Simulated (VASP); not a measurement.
Here is a VASP 6.6.1 calculation.

INCAR

```
ALGO = Normal
EDIFF = 1E-6
ENCUT = 520
GGA = PE
ISIF = 2
ISMEAR = -1
IVDW = 12
LASPH = T
LCHARG = F
LREAL = F
LWAVE = F
NBANDS = 8
NELM = 80
PREC = Accurate
SIGMA = 0.05
```

KPOINTS

```
k-points
0
Gamma
  11 11 11
```

POSCAR

```
Al
1.0
    0.0000000000      1.9925374213      1.9925374213
    1.9925374213      0.0000000000      1.9925374213
    1.9925374213      1.9925374213      0.0000000000
Al
1
Direct
    0.0000000000      0.0000000000      0.0000000000
```

Potentials or basis: VASP PAW PBE potentials, release 64 (Al).

The run is started by

```sh
$ cat potpaw_PBE.64/Al/POTCAR > POTCAR
$ mpirun -np 1 vasp_std > vasp.out
```

Problem. Estimate the pressure.

Solution. 0.0 GPa.

Problem. Estimate the dispersion energy per atom.

Solution. -0.351 eV.

Caveat: pairwise dispersion overbinds metals, which lowers pressure and volume.
